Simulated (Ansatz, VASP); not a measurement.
# One calculation of GaSb3, two programs

Contents of INCAR:

```
SYSTEM = GaSb3
  PREC = Accurate
  ENCUT = 600
  EDIFF = 1E-6
  ISMEAR = -1
  SIGMA = 0.05
  LREAL = .FALSE.
  LASPH = .TRUE.
  NELM = 80
  ALGO = Normal
  ISIF = 3
  LWAVE = .FALSE.
  LCHARG = .FALSE.
  GGA = RP
  IBRION = 2
  NSW = 60
  EDIFFG = -0.01
```

File KPOINTS:

```
regular mesh
0
G
  6 6 6
  0 0 0
```

Contents of POSCAR:

```
GaSb3
1.0
    0.0000000000      3.7305950000      3.7305950000
    3.7305950000      0.0000000000      3.7305950000
    3.7305950000      3.7305950000      0.0000000000
Sb Ga
3 1
Direct
    0.5000000000      0.5000000000      0.5000000000
    0.7500000000      0.7500000000      0.7500000000
    0.2500000000      0.2500000000      0.2500000000
    0.0000000000      0.0000000000      0.0000000000
```

File input.yaml:

```yaml
crystal:
  lattice:
    - [0.0, 3.730595, 3.730595]
    - [3.730595, 0.0, 3.730595]
    - [3.730595, 3.730595, 0.0]
  atoms:
    - { symbol: Sb, position: [0.5, 0.5, 0.5] }
    - { symbol: Sb, position: [0.75, 0.75, 0.75] }
    - { symbol: Sb, position: [0.25, 0.25, 0.25] }
    - { symbol: Ga, position: [0.0, 0.0, 0.0] }
hamiltonian:
  xc: rpbe
  pseudopotentials: { kind: paw }
kpoints:
  mp_grid: { grid: [6, 6, 6] }
scf:
  occupations: { method: fermi_dirac, width: 0.05 }
output:
  forces: true
  stress: true
  eigenvalues: true
relax:
  f_tol: 0.01
  max_steps: 40
  cell: { stress_tol: 0.05 }
```

Alike in both runs: task relaxation of cell and atoms; functional RPBE; k mesh 6 × 6 × 6; occupations fermi-dirac, width 0.05 eV; no spin polarisation.

```csv
,VASP,Ansatz
version,VASP 6.6.1,Ansatz 0.2.0
potentials or method,"VASP PAW PBE potentials, release 64 (Sb, Ga_d)",Ansatz PAW
plane-wave cutoff (eV),600,420
valence electrons in the cell,28,58
```

```csv
,VASP,Ansatz,Ansatz less VASP
"gap on the k mesh at the Fermi level, each at its own relaxed structure (eV)",none,none,-
relaxed volume (Å³/atom),26.34,26.40,+0.054
relaxed cell length with the largest relative difference (Å),5.302,5.305,+0.0036
```

VASP's potentials were made for PBE, not for RPBE. A gap of «none» marks a metal or a gap that the smearing closes. VASP's potentials hold 28 valence electrons a cell and Ansatz's 58, so a difference there can come from the potentials and not from the codes.

Spin-orbit coupling is off throughout. Noted on VASP's run: too few bands were computed for a metal, which touches its energy and stress. Noted on Ansatz's run: the plane-wave basis is chosen anew once the cell has moved, so the energies of steps on either side of that aren't comparable.
